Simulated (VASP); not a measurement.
# SiC5N8 (Pm) in VASP: notebook

The runs below take SiC5N8 through single point, with PBE, r2SCAN.

Everything below comes from runs of VASP 6.6.1. Logs are shortened: lines on timing, memory, paths and dates and some standing lists are left out, and cuts for length are marked.

**1. The cell of the first run**

The structure is monoclinic, space group Pm (No. 6). Conventional cell: a = 6.555 Å, b = 2.493 Å, c = 6.647 Å, α = 90.00°, β = 118.76°, γ = 90.00°. Si (site symmetry m) has 4 N at 1.62 to 1.67 Å within 2.2 Å. C (site symmetry m) has 4 N at 1.39 to 1.49 Å within 1.9 Å. C (site symmetry m) has 4 N at 1.46 to 1.47 Å within 1.9 Å. C (site symmetry m) has 4 N at 1.44 to 1.51 Å within 1.9 Å. Within 2.0 Å of C (site symmetry m) lie 4 N at 1.47 to 1.56 Å. C (site symmetry m) has 4 N at 1.51 Å within 2.0 Å. Within 2.0 Å of N (site symmetry m) lie 2 C at 1.47 to 1.49 Å and 1 Si at 1.67 Å. N (site symmetry m) has 3 C at 1.44 to 1.51 Å within 1.9 Å.

**2. Single point, PBE**

Input file INCAR:

```
SYSTEM = SiC5N8
  ALGO = Normal
  EDIFF = 1E-6
  ENCUT = 520
  GGA = PE
  ISIF = 2
  ISMEAR = -1
  LASPH = .TRUE.
  LCHARG = .FALSE.
  LREAL = .FALSE.
  LWAVE = .FALSE.
  NBANDS = 45
  NELM = 100
  PREC = Accurate
  SIGMA = 0.02
```

Input file KPOINTS:

```
k-points
0
G
  4 10 4
  0 0 0
```

Input file POSCAR:

```
SiC5N8
1.0
    6.5548245967      0.0000000000      0.0454784998
    0.0000000000      2.4926927845      0.0000000000
   -3.2382126869      0.0000000000      5.8045747989
Si C N
1 5 8
Direct
    0.6019989768      0.5000000000      0.8297630272
    0.8300842686      0.0000000000      0.2422008410
    0.7717004724      0.0000000000      0.5751092090
    0.2160777045      0.5000000000      0.4021323133
    0.1658257722      0.5000000000      0.7665413768
    0.4028979489      0.0000000000      0.1754223596
    0.3140185913      0.5000000000      0.6566837232
    0.6644247265      0.0000000000      0.3252135982
    0.6984415494      0.5000000000      0.6380182082
    0.7166726794      0.0000000000      1.0036527668
    0.0267889066      0.0000000000      0.7114006596
    0.9702943275      0.5000000000      0.3239276324
    0.2837609526      0.0000000000      0.3205519412
    0.3370131234      0.5000000000      0.0293823434
```

Potentials or basis: VASP PAW PBE potentials, release 64 (Si, C, N).

On the command line:

```bash
> cat potpaw_PBE.64/Si/POTCAR potpaw_PBE.64/C/POTCAR potpaw_PBE.64/N/POTCAR > POTCAR
> mpirun -np 1 vasp_std > vasp.out
```

OUTCAR:

```text
SYSTEM = SiC5N8
   EDIFF = 1E-6
   ENCUT = 520
   GGA = PE
   ISIF = 2
   ISMEAR = -1
   LASPH = .TRUE.
   LREAL = .FALSE.
   NELM = 100
   PREC = Accurate

 ion  position               nearest neighbor table
   1  0.602  0.500  0.830-  10 1.62  10 1.62   7 1.67   9 1.67
   2  0.830  0.000  0.242-  10 1.39   8 1.44  12 1.49  12 1.49
   3  0.772  0.000  0.575-   8 1.46   9 1.47   9 1.47  11 1.47
   4  0.216  0.500  0.402-  12 1.44   7 1.49  13 1.51  13 1.51
   5  0.166  0.500  0.767-   7 1.47  11 1.48  11 1.48  14 1.56
   6  0.403  0.000  0.175-  13 1.51  14 1.51  14 1.51   8 1.51
   7  0.314  0.500  0.657-   5 1.47   4 1.49   1 1.67
   8  0.664  0.000  0.325-   2 1.44   3 1.46   6 1.51
   9  0.698  0.500  0.638-   3 1.47   3 1.47   1 1.67
  10  0.717  0.000  0.004-   2 1.39   1 1.62   1 1.62
  11  0.027  0.000  0.711-   3 1.47   5 1.48   5 1.48
  12  0.970  0.500  0.324-   4 1.44   2 1.49   2 1.49
  13  0.284  0.000  0.321-   6 1.51   4 1.51   4 1.51
  14  0.337  0.500  0.029-   6 1.51   6 1.51   5 1.56

  LATTYP: Found a simple monoclinic cell.
 ALAT       =     6.5549823636
 B/A-ratio  =     0.3802745219
 C/A-ratio  =     1.0139976624
 COS(beta)  =    -0.4811176792

  Lattice vectors:

 A1 = (   6.5548245967,   0.0000000000,   0.0454784998)
 A2 = (   0.0000000000,   2.4926927845,   0.0000000000)
 A3 = (  -3.2382126869,   0.0000000000,   5.8045747989)

Analysis of symmetry for initial positions (statically):
=====================================================================
 Subroutine PRICEL returns:
 Original cell was already a primitive cell.

 Routine SETGRP: Setting up the symmetry group for a
 simple monoclinic supercell.

 Subroutine GETGRP returns: Found  2 space group operations
 (whereof  2 operations were pure point group operations)
 out of a pool of  4 trial point group operations.

The static configuration has the point symmetry C_1h.

Analysis of symmetry for dynamics (positions and initial velocities):
=====================================================================
 Subroutine PRICEL returns:
 Original cell was already a primitive cell.

 Routine SETGRP: Setting up the symmetry group for a
 simple monoclinic supercell.

 Subroutine GETGRP returns: Found  2 space group operations
 (whereof  2 operations were pure point group operations)
 out of a pool of  4 trial point group operations.

The dynamic configuration has the point symmetry C_1h.

 Subroutine INISYM returns: Found  2 space group operations
 (whereof  2 operations are pure point group operations),
 and found     1 'primitive' translations

----------------------------------------------------------------------------------------

                                     Primitive cell

  volume of cell :      95.2090

  direct lattice vectors                    reciprocal lattice vectors
     6.554824597  0.000000000  0.045478500     0.151971162  0.000000000  0.084780533
     0.000000000  2.492692784  0.000000000     0.000000000  0.401172582  0.000000000
    -3.238212687  0.000000000  5.804574799    -0.001190685  0.000000000  0.171613657

  length of vectors
     6.554982364  2.492692784  6.646736793     0.174020035  0.401172582  0.171617788

  position of ions in fractional coordinates (direct lattice)
     0.601998977  0.500000000  0.829763027
     0.830084269  0.000000000  0.242200841
     0.771700472  0.000000000  0.575109209
     0.216077705  0.500000000  0.402132313
     0.165825772  0.500000000  0.766541377
     0.402897949  0.000000000  0.175422360
     0.314018591  0.500000000  0.656683723
     0.664424727  0.000000000  0.325213598
     0.698441549  0.500000000  0.638018208
     0.716672679  0.000000000  0.003652767
     0.026788907  0.000000000  0.711400660
     0.970294327  0.500000000  0.323927632
     0.283760953  0.000000000  0.320551941
     0.337013123  0.500000000  0.029382343

  ion indices of the primitive-cell ions
   primitive index   ion index
                 1           1
                 2           2
                 3           3
                 4           4
                 5           5
                 6           6
                 7           7
                 8           8
                 9           9
                10          10
                11          11
                12          12
                13          13
                14          14

----------------------------------------------------------------------------------------

 KPOINTS: k-points

Automatic generation of k-mesh.
 Grid dimensions read from file:
 generate k-points for:    4   10    4

 Generating k-lattice:

  Cartesian coordinates                     Fractional coordinates (reciprocal lattice)
     0.037992790  0.000000000  0.021195133     0.250000000  0.000000000  0.000000000
     0.000000000  0.040117258  0.000000000     0.000000000  0.100000000  0.000000000
    -0.000297671  0.000000000  0.042903414    -0.000000000  0.000000000  0.250000000

  Length of vectors
     0.043505009  0.040117258  0.042904447

  Shift w.r.t. Gamma in fractional coordinates (k-lattice)
     0.000000000  0.000000000  0.000000000

 Subroutine IBZKPT returns following result:
 ===========================================

 Found     60 irreducible k-points:

 Following reciprocal coordinates:
            Coordinates               Weight
  0.000000  0.000000  0.000000      1.000000
  0.250000  0.000000 -0.000000      2.000000
  0.500000  0.000000 -0.000000      1.000000
  0.000000  0.100000  0.000000      2.000000
  0.250000  0.100000 -0.000000      4.000000
  0.500000  0.100000 -0.000000      2.000000
[... 16 lines left out ...]
 -0.000000  0.100000  0.250000      4.000000
  0.250000  0.100000  0.250000      4.000000
 [... further k-points ...]
   k-points           NKPTS =     60   k-points in BZ     NKDIM =     60   number of bands    NBANDS=     45
   number of dos      NEDOS =    301   number of ions     NIONS =     14
   total plane-waves  NPLWV =  50000
   dimension x,y,z NGX =    50 NGY =   20 NGZ =   50
   dimension x,y,z NGXF=   100 NGYF=   40 NGZF=  100
   ions per type =               1   5   8
   NGX,Y,Z   is equivalent  to a cutoff of  12.68, 13.34, 12.51 a.u.
   NGXF,Y,Z  is equivalent  to a cutoff of  25.36, 26.68, 25.01 a.u.
 SYSTEM =  SiC5N8
   PREC   = accura    normal or accurate (medium, high low for compatibility)
   ISTART =      0    job   : 0-new  1-cont  2-samecut
   ICHARG =      2    charge: 1-file 2-atom 10-const
   ISPIN  =      1    spin polarized calculation?
   LNONCOLLINEAR =      F non collinear calculations
   LSORBIT =      F    spin-orbit coupling
   LASPH  =      T    aspherical Exc in radial PAW
   ENCUT  =  520.0 eV  38.22 Ry    6.18 a.u.  12.19  4.63 12.36*2*pi/ulx,y,z
   NELM   =    100;   NELMIN=  2; NELMDL= -5     # of ELM steps
   EDIFF  = 0.1E-05   stopping-criterion for ELM
   LREAL  =      F    real-space projection
   EDIFFG = 0.1E-04   stopping-criterion for IOM
   NSW    =      0    number of steps for IOM
   IBRION =     -1    ionic relax: 0-MD 1-quasi-New 2-CG
   NFREE  =      0    steps in history (QN), initial steepest desc. (CG)
   ISIF   =      2    stress and relaxation
   ISYM   =      2    0-nonsym 1-usesym 2-fastsym
   POTIM  = 0.5000    time-step for ionic-motion
   TEBEG  =    0.0;   TEEND  =   0.0 temperature during run
   PSTRESS=    0.0 pullay stress
   NELECT =      64.0000    total number of electrons
   NUPDOWN=      -1.0000    fix difference up-down
   EMIN   =  10.00;   EMAX   =-10.00  energy-range for DOS
   EFERMI =   0.00;   METHOD = LEGACY
   ISMEAR =    -1;   SIGMA  =   0.02  broadening in eV -4-tet -1-fermi 0-gaus
   EFERMI_NEDOS =   21; number of points for ismear=-14 and -15
   IALGO  =     38    algorithm
   IMIX   =      4    mixing-type and parameters
     AMIX     =   0.40;   BMIX     =  1.00
     AMIX_MAG =   1.60;   BMIX_MAG =  1.00
  volume/ion in A,a.u.               =       6.80        45.89
  Fermi-wavevector in a.u.,A,eV,Ry     =   1.434087  2.710031 27.981816  2.056605
  Thomas-Fermi vector in A             =   2.553534
   LORBIT       =      0    0 simple, 1 ext, 2 COOP (PROOUT), +10 PAW based schemes
   GGA     = PE    functional components
   LHFCALC =     F    Hartree Fock is set to
   AEXX    =    0.0000 exact exchange contribution
   IVDW    =     0    specifies the selected vdW correction
   LEPSILON=     F    determine dielectric tensor
   LRPA    =     F    only Hartree local field effects (RPA)
 non-spin polarized calculation
  energy-cutoff  :      520.00
  volume of cell :       95.21
 maximum number of plane-waves:      2597
 NGX is ok and might be reduce to    50
   NGX = 25   NGY =  9   NGZ = 25

 number of electron      64.0000007 magnetization

 Free energy of the ion-electron system (eV)
  ---------------------------------------------------
  ext. energy  EPLUGINS =         0.00000000
  ---------------------------------------------------
  free energy    TOTEN  =      -112.05177802 eV

  energy without entropy =     -112.05177802  energy(sigma->0) =     -112.05177802

 E-fermi :   9.2054     XC(G=0): -12.2898

 val. band max:        8.7801112627   @ k =   0.0000   0.0000   0.0000
 cond. band min:      11.5879908987   @ k =   0.0000   0.5000   0.0000
 fundamental gap:      2.8078796361
 Fermi energy:         9.2053564066

 k-point     1 :       0.0000    0.0000    0.0000
  band No.  band energies     occupation
      1     -15.0657      2.00000
      2     -13.2046      2.00000
      3     -12.7302      2.00000
      4     -12.1603      2.00000
      5     -11.6476      2.00000
      6     -10.3361      2.00000
[... 36 lines left out ...]
     43      16.0498      0.00000
     44      16.1766      0.00000
[... 1040 lines left out ...]
      4     -11.6428      2.00000
      5     -10.8206      2.00000
      6      -9.3976      2.00000
[... 36 lines left out ...]
     43      16.5495      0.00000
     44      17.0134      0.00000

 [... further k-points ...]

 [bands above 44 left out]

------------------------ aborting loop because EDIFF is reached ----------------------------------------

  FORCE on cell =-STRESS in cart. coord.  units (eV):
  Direction    XX          YY          ZZ          XY          YZ          ZX
  --------------------------------------------------------------------------------------
  -------------------------------------------------------------------------------------
  Total        3.5359843      3.5008992      3.9727295      0.0000000      0.0000000      0.1508016
  in kB       59.5035572     58.9131447     66.8531060      0.0000000      0.0000000      2.5376902
  external PRESSURE =      61.7566026 kB  Pullay stress =       0.0000000 kB

 VOLUME and BASIS-vectors are now :
 -----------------------------------------------------------------------------
  energy-cutoff  :      520.00
  volume of cell :       95.21
      direct lattice vectors                 reciprocal lattice vectors
     6.554824597  0.000000000  0.045478500     0.151971162  0.000000000  0.084780533
     0.000000000  2.492692784  0.000000000     0.000000000  0.401172582  0.000000000
    -3.238212687  0.000000000  5.804574799    -0.001190685  0.000000000  0.171613657

 POSITION                                       TOTAL-FORCE (eV/Angst)
 -----------------------------------------------------------------------------------
      1.25905      1.24635      4.84380        -0.147568      0.000000     -0.181903
      4.65676      0.00000      1.44362         0.069310      0.000000      0.112780
      3.19604      0.00000      3.37336        -0.010941      0.000000      0.077953
      0.11416      1.24635      2.34403         0.127350      0.000000     -0.008473
     -1.39527      1.24635      4.45699        -0.036974      0.000000      0.095965
      2.07287      0.00000      1.03658        -0.025402      0.000000      0.012442
     -0.06814      1.24635      3.82605        -0.144398      0.000000     -0.152795
      3.30208      0.00000      1.91794        -0.123549      0.000000     -0.055634
      2.51212      1.24635      3.73519         0.114846      0.000000     -0.111548
      4.68584      0.00000      0.05380         0.134552      0.000000      0.329041
     -2.12807      0.00000      4.13060        -0.010491      0.000000     -0.010790
      5.31116      1.24635      1.92439        -0.014392      0.000000     -0.004241
      0.82199      0.00000      1.87357         0.045975      0.000000     -0.030070
      2.11392      1.24635      0.18588         0.021681      0.000000     -0.072726
 -----------------------------------------------------------------------------------
    total drift:                               -0.000216     -0.000000     -0.000297

  FREE ENERGIE OF THE ION-ELECTRON SYSTEM (eV)
  ---------------------------------------------------
  free  energy   TOTEN  =      -112.0517780219 eV

  energy  without entropy=     -112.0517780219  energy(sigma->0) =     -112.05177802
```

It took 2.3 min on 1 thread of Intel Xeon 6975P-C (Granite Rapids), shared host; peak memory 0.33 GiB.

What came out:

| Item | Value |
| --- | --- |
| Free energy | -112.0518 eV |
| Pressure | 6.2 GPa |
| Largest force | 0.355 eV/Å |
| Band gap on the k mesh | 2.81 eV, indirect (least direct gap 3.01 eV) |

Forces in eV/Å, atoms in the order of the input:
```
Si  -0.148  0.000 -0.182
C    0.069  0.000  0.113
C   -0.011  0.000  0.078
C    0.127  0.000 -0.008
C   -0.037  0.000  0.096
C   -0.025  0.000  0.012
N   -0.144  0.000 -0.153
N   -0.124  0.000 -0.056
N    0.115  0.000 -0.112
N    0.135  0.000  0.329
N   -0.010  0.000 -0.011
N   -0.014  0.000 -0.004
N    0.046  0.000 -0.030
N    0.022  0.000 -0.073
```

Stress tensor (GPa, compression positive):
```
5.95 0.00 0.25
0.00 5.89 0.00
0.25 0.00 6.69
```

A k mesh can miss the band edges. As with any semilocal functional, this PBE gap is likely too small.

[end of part 1 of 2]
